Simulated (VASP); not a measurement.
Set up this calculation in VASP 6.6.1, as the native input.

```
Task                   : single point
Functional             : PBEsol
Potentials or basis    : VASP PAW PBE potentials, release 64 (Li_sv, B, C)
Cutoff                 : 520 eV
k mesh                 : 11 × 11 × 4
Occupations            : fermi-dirac, width 0.2 eV
Spin                   : no spin polarisation
Dipole correction      : no
Further INCAR settings : ALGO = Normal; EDIFF = 1e-06; NBANDS = 16
```

The structure of LiB2C2 lies in POSCAR:

```
LiB2C2
1.0
    2.7146440000      0.0000000000      0.0000000000
   -1.3573220000      2.3509506662      0.0000000000
    0.0000000000      0.0000000000      7.1180530000
Li B C
1 2 2
Direct
    0.0000000000      0.0000000000      0.5000000000
    0.3333330000      0.6666670000      0.7498130000
    0.6666670000      0.3333330000      0.2501870000
    0.3333330000      0.6666670000      0.2582190000
    0.6666670000      0.3333330000      0.7417810000
```

One way to write it, as run:

INCAR

```
SYSTEM = LiB2C2
PREC = Accurate
ENCUT = 520
EDIFF = 1E-6
ISMEAR = -1
SIGMA = 0.2
LREAL = .False.
LASPH = .True.
NELM = 60
ALGO = Normal
ISIF = 2
LWAVE = .False.
LCHARG = .False.
GGA = PS
NBANDS = 16
```

KPOINTS

```
Automatic mesh
0
Gamma
  11 11 4
  0 0 0
```

Potentials or basis: VASP PAW PBE potentials, release 64 (Li_sv, B, C).

The run is started by

```console
$ cat potpaw_PBE.64/Li_sv/POTCAR potpaw_PBE.64/B/POTCAR potpaw_PBE.64/C/POTCAR > POTCAR
$ mpirun -np 1 vasp_std > vasp.out
```

It gave:

* Largest force: 0.044 eV/Å

Caveat: the PAW data sets were made with another functional, which shifts forces and pressure a little.

It took 31 s on 1 thread of Intel(R) Xeon(R) Platinum 8259CL CPU @ 2.50GHz (Skylake/Cascade Lake), on a shared host, peak memory 0.17 GiB.
